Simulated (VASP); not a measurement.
## LiF: elastic constants with LDA

Crystal: LiF.

```
Li F
1.0
     0.00000    1.90991    1.90991
     1.90991    0.00000    1.90991
     1.90991    1.90991    0.00000
Li F
1 1
Direct
  0.00000 0.00000 0.00000
  0.50000 0.50000 0.50000
```

```json
{
  "Program": "VASP 6.6.1",
  "Task": "elastic constants",
  "Functional": "LDA",
  "Potentials or basis": "VASP PAW LDA potentials, release 64 (Li_sv, F)",
  "Cutoff": "600 eV",
  "k mesh": "10 × 10 × 10",
  "Occupations": "gaussian, width 0.01 eV",
  "Spin": "no spin polarisation",
  "Dipole correction": "no",
  "Ions in elastic constants": "relaxed",
  "Further INCAR settings": "ALGO = Normal; EDIFF = 1e-08; NBANDS = 12; IBRION = 6; POTIM = 0.015; NSW = 1; ISIF = 3"
}
```

| Item | Value |
| --- | --- |
| Elastic constants C11, C12, C44 | 210, 53, 74 GPa |
| Voigt bulk modulus | 106 GPa |
| Highest phonon frequency at Γ, LO-TO splitting left out | 404 cm⁻¹ |

Phonon frequencies in cm⁻¹ (negative: imaginary):
```tsv
q point	frequencies
(0.000, 0.000, 0.000)	0 0 0 404 404 404
```

Elastic tensor in Voigt notation (GPa, in the Cartesian axes of the cell as first typed):
```
210  53  53   0   0   0
 53 210  53   0   0   0
 53  53 210   0   0   0
  0   0   0  74   0   0
  0   0   0   0  74   0
  0   0   0   0   0  74
```

Clamped-ion elastic tensor (GPa):
```
210  53  53   0   0   0
 53 210  53   0   0   0
 53  53 210   0   0   0
  0   0   0  74   0   0
  0   0   0   0  74   0
  0   0   0   0   0  74
```

Run time: 5.8 min on 1 thread of Intel Xeon 8259CL, with other jobs on the host, peak memory 0.21 GiB.

Caveat: the cell is under stress, which shifts elastic constants; the cutoff is under 1.25 times the usual one of these potentials, so pressure, stress and relaxed cells hold a basis-set (Pulay) error.
